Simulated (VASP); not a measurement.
Input of a VASP 6.6.1 run:

INCAR

```
SYSTEM = Ru
PREC     = Accurate       ! precision mode
ENCUT    = 520            ! plane-wave cutoff, eV
EDIFF    = 1E-6           ! SCF threshold, eV
ISMEAR   = 0              ! smearing method
SIGMA    = 0.15           ! smearing width, eV
LREAL    = .False.        ! projectors in reciprocal space
LASPH    = .True.         ! aspherical terms in the spheres
NELM     = 60             ! most SCF steps
ALGO     = Fast           ! electronic algorithm
ISIF     = 2              ! what is computed and relaxed
LWAVE    = .False.        ! write WAVECAR
LCHARG   = .False.        ! write CHGCAR
GGA      = PS             ! functional
NBANDS   = 21             ! bands
```

Contents of KPOINTS:

```
Automatic mesh
0
Gamma
  18 18 10
  0 0 0
```

The input POSCAR:

```
Ru
1.0
    2.7650000000      0.0000000000      0.0000000000
   -1.3825000000      2.3945602415      0.0000000000
    0.0000000000      0.0000000000      4.2523798375
Ru
2
Direct
    0.3333333333      0.6666666667      0.2500000000
    0.6666666667      0.3333333333      0.7500000000
```

Potentials or basis: VASP PAW PBE potentials, release 64 (Ru_pv).

Command:

```sh
$ cat potpaw_PBE.64/Ru_pv/POTCAR > POTCAR
$ mpirun -np 1 vasp_std > vasp.out
```

Q: What does it give for the band gap on the k mesh?

A: Zero (band 14 reaches 13.44 eV, above the bottom of band 15 at 10.46 eV).

Q: What does it give for the pressure?

A: -16.4 GPa.

Stress tensor (GPa, compression positive):
```
-19.56   0.00   0.00
  0.00 -19.56   0.00
  0.00   0.00  -9.99
```

Caveat: the PAW data sets were made with another functional, which shifts forces and pressure a little.
